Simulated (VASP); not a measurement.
# Co: single point with PBE

Crystal: Co.

```
CELL_PARAMETERS angstrom
2.45839 0.00000 0.00000
-1.22920 2.12903 0.00000
0.00000 0.00000 3.96069
ATOMIC_POSITIONS crystal
Co 0.33333 0.66667 0.25000
Co 0.66667 0.33333 0.75000
```

* Program: VASP 6.6.1
* Task: single point
* Functional: PBE
* Potentials or basis: VASP PAW PBE potentials, release 64 (Co_sv)
* Cutoff: 690 eV
* k mesh: 5 × 5 × 3
* Occupations: fermi-dirac, width 0.1 eV
* Spin: no spin polarisation

```json
{"Pressure": "-0.4 GPa", "Band gap on the k mesh": "zero (bands 17 and 18 overlap by 1.16 eV)"}
```

Stress tensor (GPa, compression positive):
```
 0.29  0.00  0.00
 0.00  0.29  0.00
 0.00  0.00 -1.75
```

Levels at points of the mesh, in eV from the Fermi level:
```tsv
k point	band 14	band 15	band 16	band 17	band 18	band 19	band 20	band 21
(0.00, 0.00, 0.00)	-1.56	-1.56	-1.14	-1.14	-0.07	0.11	0.11	7.28
```

It took 6 s on 1 thread of AMD EPYC 9R45 96-Core Processor (Zen 5), on a shared host, peak memory 0.11 GiB.

Caveat: the k points lie up to 0.59 Å⁻¹ apart, too coarse for converged energies and pressures of a metal; the run has no spin polarisation, though such a crystal can be magnetic. Spin polarisation is off, so any magnetic state and its effect on volume and gap are missing.
